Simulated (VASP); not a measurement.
# Sn3H in VASP: single point with LDA

Aim: the single point of Sn3H with LDA.

Program: VASP 6.6.1. These are calculated values, not measurements. Logs are shortened: lines on timing, memory, paths and dates and some standing lists are left out, and cuts for length are marked.

**1. The cell of the first run**

The cell holds a slab with vacuum, 32 atoms: a = 9.156 Å, b = 9.156 Å, c = 21.959 Å, α = 90.00°, β = 90.00°, γ = 90.00°.

**2. Single point, LDA**

The input, INCAR:

```
ALGO = Normal
DIPOL = 0.5 0.5 0.352
EDIFF = 1E-6
ENCUT = 520
GGA = CA
IDIPOL = 3
ISIF = 2
ISMEAR = 0
LASPH = True
LCHARG = True
LDIPOL = True
LELF = True
LREAL = Auto
LUSENCCL = False
LVACPOTAV = True
LVHAR = True
LWAVE = False
NBANDS = 194
NELM = 100
PREC = Accurate
SIGMA = 0.05
```

The input, KPOINTS:

```
k-points
0
Gamma
  3 3 1
```

The input, POSCAR:

```
Sn3H
1.0
    9.1557438523      0.0000000000      0.0000000000
    0.0000000000      9.1557438523      0.0000000000
    0.0000000000      0.0000000000     21.9587471797
Sn H
24 8
Direct
    0.5000000000      0.2500000000      0.2284345474
    0.5000000000      0.7500000000      0.2284345474
    0.0000000000      0.2500000000      0.2284345474
    0.0000000000      0.7500000000      0.2284345474
    0.5000000000      0.5000000000      0.3021419465
    0.5000000000      0.0000000000      0.3021419465
    0.0000000000      0.5000000000      0.3021419465
    0.0000000000      0.0000000000      0.3021419465
    0.7500000000      0.5000000000      0.3758493455
    0.7500000000      0.0000000000      0.3758493455
    0.2500000000      0.5000000000      0.3758493455
    0.2500000000      0.0000000000      0.3758493455
    0.7447834758      0.7509738694      0.4496415446
    0.7447834758      0.2490261306      0.4496415446
    0.2530823415      0.7486706021      0.4463088700
    0.2530823415      0.2513293979      0.4463088700
   -0.0023037135      0.7418493946      0.5210627570
   -0.0023037135      0.2581506054      0.5210627570
    0.4977773550      0.7782020925      0.5251241368
    0.4977773550      0.2217979075      0.5251241368
    0.1361934495      0.0000000000      0.5499718260
    0.1007424950      0.5000000000      0.5850831187
    0.4155530128      0.0000000000      0.6108758600
    0.3980217884      0.5000000000      0.5512680649
    0.3452930074      0.2500000000      0.1833836842
    0.6538349375      0.2500000000      0.1826399267
    0.6538349375      0.7500000000      0.1826399267
    0.3452930074      0.7500000000      0.1833836842
   -0.1538349375      0.2500000000      0.1826399267
    0.1547069926      0.2500000000      0.1833836842
    0.1547069926      0.7500000000      0.1833836842
   -0.1538349375      0.7500000000      0.1826399267
```

Potentials or basis: VASP PAW LDA potentials, release 64 (Sn_d, H).

Started as:

```bash
cat potpaw_LDA.64/Sn_d/POTCAR potpaw_LDA.64/H/POTCAR > POTCAR
mpirun -np 1 vasp_std > vasp.out
```

OUTCAR:

```text
EDIFF = 1E-6
   ENCUT = 520
   GGA = CA
   ISIF = 2
   ISMEAR = 0
   LASPH = True
   LREAL = Auto
   NELM = 100
   PREC = Accurate

 ion  position               nearest neighbor table
   1  0.500  0.250  0.228-  25 1.73  26 1.73   5 2.80   6 2.80
   2  0.500  0.750  0.228-  28 1.73  27 1.73   5 2.80   6 2.80
   3  0.000  0.250  0.228-  30 1.73  29 1.73   7 2.80   8 2.80
   4  0.000  0.750  0.228-  31 1.73  32 1.73   7 2.80   8 2.80
   5  0.500  0.500  0.302-   9 2.80  11 2.80   1 2.80   2 2.80
   6  0.500  0.000  0.302-  10 2.80  12 2.80   1 2.80   2 2.80
   7  0.000  0.500  0.302-   9 2.80  11 2.80   3 2.80   4 2.80
   8  0.000  0.000  0.302-  10 2.80  12 2.80   3 2.80   4 2.80
   9  0.750  0.500  0.376-   5 2.80   7 2.80  13 2.81  14 2.81
  10  0.750  0.000  0.376-  13 2.80  14 2.80   6 2.80   8 2.80
  11  0.250  0.500  0.376-  15 2.75  16 2.75   5 2.80   7 2.80
  12  0.250  0.000  0.376-  15 2.77  16 2.77   6 2.80   8 2.80
  13  0.745  0.751  0.450-  10 2.80  17 2.80   9 2.81  19 2.81
  14  0.745  0.249  0.450-  10 2.80  18 2.80   9 2.81  20 2.81
  15  0.253  0.749  0.446-  11 2.75  12 2.77  19 2.84  17 2.86  21 3.41  24 3.50
  16  0.253  0.251  0.446-  11 2.75  12 2.77  20 2.84  18 2.86  21 3.41  24 3.50
  17  0.998  0.742  0.521-  21 2.76  22 2.79  13 2.80  15 2.86
  18  0.998  0.258  0.521-  21 2.76  22 2.79  14 2.80  16 2.86
  19  0.498  0.778  0.525-  24 2.77  13 2.81  15 2.84  23 2.87
  20  0.498  0.222  0.525-  24 2.77  14 2.81  16 2.84  23 2.87
  21  0.136  0.000  0.550-  17 2.76  18 2.76  23 2.89  16 3.41  15 3.41
  22  0.101  0.500  0.585-  17 2.79  18 2.79  24 2.82
  23  0.416  0.000  0.611-  19 2.87  20 2.87  21 2.89
  24  0.398  0.500  0.551-  19 2.77  20 2.77  22 2.82  16 3.50  15 3.50
  25  0.345  0.250  0.183-   1 1.73
  26  0.654  0.250  0.183-   1 1.73
  27  0.654  0.750  0.183-   2 1.73
  28  0.345  0.750  0.183-   2 1.73
  29  0.846  0.250  0.183-   3 1.73
  30  0.155  0.250  0.183-   3 1.73
  31  0.155  0.750  0.183-   4 1.73
  32  0.846  0.750  0.183-   4 1.73

  LATTYP: Found a simple tetragonal cell.
 ALAT       =     9.1557438523
 C/A-ratio  =     2.3983575266

  Lattice vectors:

 A1 = (   9.1557438523,   0.0000000000,   0.0000000000)
 A2 = (   0.0000000000,   9.1557438523,   0.0000000000)
 A3 = (   0.0000000000,   0.0000000000,  21.9587471797)

Analysis of symmetry for initial positions (statically):
=====================================================================
 Subroutine PRICEL returns:
 Original cell was already a primitive cell.

 Routine SETGRP: Setting up the symmetry group for a
 simple tetragonal supercell.

 Subroutine GETGRP returns: Found  2 space group operations
 (whereof  2 operations were pure point group operations)
 out of a pool of 16 trial point group operations.

The static configuration has the point symmetry C_1h.

Analysis of symmetry for dynamics (positions and initial velocities):
=====================================================================
 Subroutine PRICEL returns:
 Original cell was already a primitive cell.

 Routine SETGRP: Setting up the symmetry group for a
 simple tetragonal supercell.

 Subroutine GETGRP returns: Found  2 space group operations
 (whereof  2 operations were pure point group operations)
 out of a pool of 16 trial point group operations.

The dynamic configuration has the point symmetry C_1h.

 Subroutine INISYM returns: Found  2 space group operations
 (whereof  2 operations are pure point group operations),
 and found     1 'primitive' translations

----------------------------------------------------------------------------------------

                                     Primitive cell

  volume of cell :    1840.7501

  direct lattice vectors                    reciprocal lattice vectors
     9.155743852  0.000000000  0.000000000     0.109221055  0.000000000  0.000000000
     0.000000000  9.155743852  0.000000000     0.000000000  0.109221055  0.000000000
     0.000000000  0.000000000 21.958747180     0.000000000  0.000000000  0.045539939

  length of vectors
     9.155743852  9.155743852 21.958747180     0.109221055  0.109221055  0.045539939

  position of ions in fractional coordinates (direct lattice)
     0.500000000  0.250000000  0.228434547
     0.500000000  0.750000000  0.228434547
     0.000000000  0.250000000  0.228434547
     0.000000000  0.750000000  0.228434547
     0.500000000  0.500000000  0.302141947
     0.500000000  0.000000000  0.302141947
[... 24 lines left out ...]
     0.154706993  0.750000000  0.183383684
     0.846165062  0.750000000  0.182639927

  ion indices of the primitive-cell ions
   primitive index   ion index
                 1           1
                 2           2
                 3           3
                 4           4
                 5           5
                 6           6
[... 24 lines left out ...]
                31          31
                32          32

----------------------------------------------------------------------------------------

 KPOINTS: k-points

Automatic generation of k-mesh.
 Grid dimensions read from file:
 generate k-points for:    3    3    1

 Generating k-lattice:

  Cartesian coordinates                     Fractional coordinates (reciprocal lattice)
     0.036407018  0.000000000  0.000000000     0.333333333  0.000000000  0.000000000
     0.000000000  0.036407018  0.000000000     0.000000000  0.333333333  0.000000000
     0.000000000  0.000000000  0.045539939     0.000000000  0.000000000  1.000000000

  Length of vectors
     0.036407018  0.036407018  0.045539939

  Shift w.r.t. Gamma in fractional coordinates (k-lattice)
     0.000000000  0.000000000  0.000000000

 Subroutine IBZKPT returns following result:
 ===========================================

 Found      4 irreducible k-points:

 Following reciprocal coordinates:
            Coordinates               Weight
  0.000000  0.000000  0.000000      1.000000
  0.333333  0.000000  0.000000      2.000000
  0.000000  0.333333  0.000000      2.000000
  0.333333  0.333333  0.000000      4.000000
   k-points           NKPTS =      4   k-points in BZ     NKDIM =      4   number of bands    NBANDS=    194
   number of dos      NEDOS =    301   number of ions     NIONS =     32
   total plane-waves  NPLWV = 823200
   dimension x,y,z NGX =    70 NGY =   70 NGZ =  168
   dimension x,y,z NGXF=   140 NGYF=  140 NGZF=  336
   ions per type =              24   8
   NGX,Y,Z   is equivalent  to a cutoff of  12.71, 12.71, 12.72 a.u.
   NGXF,Y,Z  is equivalent  to a cutoff of  25.42, 25.42, 25.44 a.u.
 SYSTEM =  unknown system
   PREC   = accura    normal or accurate (medium, high low for compatibility)
   ISTART =      0    job   : 0-new  1-cont  2-samecut
   ICHARG =      2    charge: 1-file 2-atom 10-const
   ISPIN  =      1    spin polarized calculation?
   LNONCOLLINEAR =      F non collinear calculations
   LSORBIT =      F    spin-orbit coupling
   LASPH  =      T    aspherical Exc in radial PAW
   ENCUT  =  520.0 eV  38.22 Ry    6.18 a.u.  17.02 17.02 40.83*2*pi/ulx,y,z
   NELM   =    100;   NELMIN=  2; NELMDL= -5     # of ELM steps
   EDIFF  = 0.1E-05   stopping-criterion for ELM
   LREAL  =      T    real-space projection
   EDIFFG = 0.1E-04   stopping-criterion for IOM
   NSW    =      0    number of steps for IOM
   IBRION =     -1    ionic relax: 0-MD 1-quasi-New 2-CG
   NFREE  =      0    steps in history (QN), initial steepest desc. (CG)
   ISIF   =      2    stress and relaxation
   ISYM   =      2    0-nonsym 1-usesym 2-fastsym
   POTIM  = 0.5000    time-step for ionic-motion
   TEBEG  =    0.0;   TEEND  =   0.0 temperature during run
   PSTRESS=    0.0 pullay stress
   NELECT =     344.0000    total number of electrons
   NUPDOWN=      -1.0000    fix difference up-down
   EMIN   =  10.00;   EMAX   =-10.00  energy-range for DOS
   EFERMI =   0.00;   METHOD = LEGACY
   ISMEAR =     0;   SIGMA  =   0.05  broadening in eV -4-tet -1-fermi 0-gaus
   EFERMI_NEDOS =   21; number of points for ismear=-14 and -15
   IALGO  =     38    algorithm
   IMIX   =      4    mixing-type and parameters
     AMIX     =   0.40;   BMIX     =  1.00
     AMIX_MAG =   1.60;   BMIX_MAG =  1.00
  volume/ion in A,a.u.               =      57.52       388.19
  Fermi-wavevector in a.u.,A,eV,Ry     =   0.935972  1.768730 11.919288  0.876043
  Thomas-Fermi vector in A             =   2.062934
   LORBIT       =      0    0 simple, 1 ext, 2 COOP (PROOUT), +10 PAW based schemes
   GGA     = CA    functional components
   LHFCALC =     F    Hartree Fock is set to
   AEXX    =    0.0000 exact exchange contribution
   IVDW    =     0    specifies the selected vdW correction
   LEPSILON=     F    determine dielectric tensor
   LRPA    =     F    only Hartree local field effects (RPA)
 non-spin polarized calculation
 Gauss-broadening in eV      SIGMA  =   0.05
  energy-cutoff  :      520.00
  volume of cell :     1840.75
 maximum number of plane-waves:     49568
 NGX is ok and might be reduce to    70
   NGX = 35   NGY = 35   NGZ = 81

 dipolmoment           0.000000      0.000000      0.008006 electrons x Angstroem

 number of electron     343.9999906 magnetization

 dipolmoment           0.000000      0.000000     -0.109769 electrons x Angstroem

 Free energy of the ion-electron system (eV)
  ---------------------------------------------------
  ext. energy  EPLUGINS =         0.00000000
  ---------------------------------------------------
  free energy    TOTEN  =      -127.32829131 eV

  energy without entropy =     -127.31479844  energy(sigma->0) =     -127.32154487

 E-fermi :  -0.2453     XC(G=0):  -4.8451

 val. band max:       -0.3006042113   @ k =   0.3333   0.0000   0.0000
 cond. band min:      -0.2258178603   @ k =   0.3333   0.3333   0.0000
 fundamental gap:      0.0747863510
 Fermi energy:        -0.2453015552

 k-point     1 :       0.0000    0.0000    0.0000
  band No.  band energies     occupation
      1     -21.7435      2.00000
      2     -21.7366      2.00000
      3     -21.7305      2.00000
      4     -21.7110      2.00000
      5     -21.7109      2.00000
      6     -21.7032      2.00000
[... 737 lines left out ...]
    183       2.1103      0.00000
    184       2.2331      0.00000
 [bands above 184 left out]

------------------------ aborting loop because EDIFF is reached ----------------------------------------

  FORCE on cell =-STRESS in cart. coord.  units (eV):
  Direction    XX          YY          ZZ          XY          YZ          ZX
  --------------------------------------------------------------------------------------
  -------------------------------------------------------------------------------------
  Total       -0.2468537      3.3607391      0.5637911      0.0000000      0.0000000     -0.0486482
  in kB       -0.2148599      2.9251663      0.4907203      0.0000000      0.0000000     -0.0423431
  external PRESSURE =       1.0670089 kB  Pullay stress =       0.0000000 kB

 VOLUME and BASIS-vectors are now :
 -----------------------------------------------------------------------------
  energy-cutoff  :      520.00
  volume of cell :     1840.75
      direct lattice vectors                 reciprocal lattice vectors
     9.155743852  0.000000000  0.000000000     0.109221055  0.000000000  0.000000000
     0.000000000  9.155743852  0.000000000     0.000000000  0.109221055  0.000000000
     0.000000000  0.000000000 21.958747180     0.000000000  0.000000000  0.045539939

 POSITION                                       TOTAL-FORCE (eV/Angst)
 -----------------------------------------------------------------------------------
      4.57787      2.28894      5.01614         0.086622     -0.019292      0.174173
      4.57787      6.86681      5.01614         0.086622      0.019292      0.174173
      0.00000      2.28894      5.01614        -0.083179     -0.032767      0.167777
      0.00000      6.86681      5.01614        -0.083179      0.032767      0.167777
      4.57787      4.57787      6.63466        -0.048012      0.000000     -0.177945
      4.57787      0.00000      6.63466        -0.051309      0.000000     -0.159623
[... 24 lines left out ...]
      1.41646      6.86681      4.02688        -0.002831     -0.014993      0.015435
      7.74727      6.86681      4.01054         0.027057     -0.004849      0.022114
 -----------------------------------------------------------------------------------
    total drift:                                0.020905      0.000000     -0.034106

  FREE ENERGIE OF THE ION-ELECTRON SYSTEM (eV)
  ---------------------------------------------------
  free  energy   TOTEN  =      -127.3282913106 eV

  energy  without entropy=     -127.3147984382  energy(sigma->0) =     -127.32154487

 vacuum level on the upper side and lower side of the slab         4.274         4.512
```

Run time: 4.4 min. Hardware: 1 × NVIDIA H100 80GB with 1 thread of AMD EPYC 7R13 (Zen 3), shared host; peak memory 2.5 GiB.

What came out:

```
Free energy            : -127.3283 eV
Largest force          : 0.406 eV/Å
Band gap on the k mesh : zero (bands 172 and 173 overlap by 0.12 eV)
```

Forces on the atoms (eV/Å):
```
Sn   0.087 -0.019  0.174
Sn   0.087  0.019  0.174
Sn  -0.083 -0.033  0.168
Sn  -0.083  0.033  0.168
Sn  -0.048  0.000 -0.178
Sn  -0.051  0.000 -0.160
Sn   0.072  0.000 -0.110
Sn   0.012  0.000 -0.118
Sn  -0.126  0.000  0.048
Sn   0.050  0.000 -0.112
Sn   0.038  0.000 -0.404
Sn   0.055  0.000 -0.376
Sn  -0.004  0.000  0.001
Sn  -0.004  0.000  0.001
Sn  -0.002 -0.009  0.001
Sn  -0.002  0.009  0.001
Sn  -0.002  0.005  0.011
Sn  -0.002 -0.005  0.011
Sn   0.018  0.004 -0.005
Sn   0.018 -0.004 -0.005
Sn  -0.008  0.000  0.215
Sn  -0.008  0.000  0.372
Sn   0.003  0.000  0.018
Sn  -0.010  0.000  0.011
H    0.005  0.004  0.001
H   -0.031  0.015  0.008
H   -0.031 -0.015  0.008
H    0.005 -0.004  0.001
H    0.027  0.005  0.022
H   -0.003  0.015  0.015
H   -0.003 -0.015  0.015
H    0.027 -0.005  0.022
```

Caveat: spin-orbit coupling is left out, which moves the levels of the heavy elements.

The gap in the log of VASP goes by the Fermi energy; the results here count the filled bands.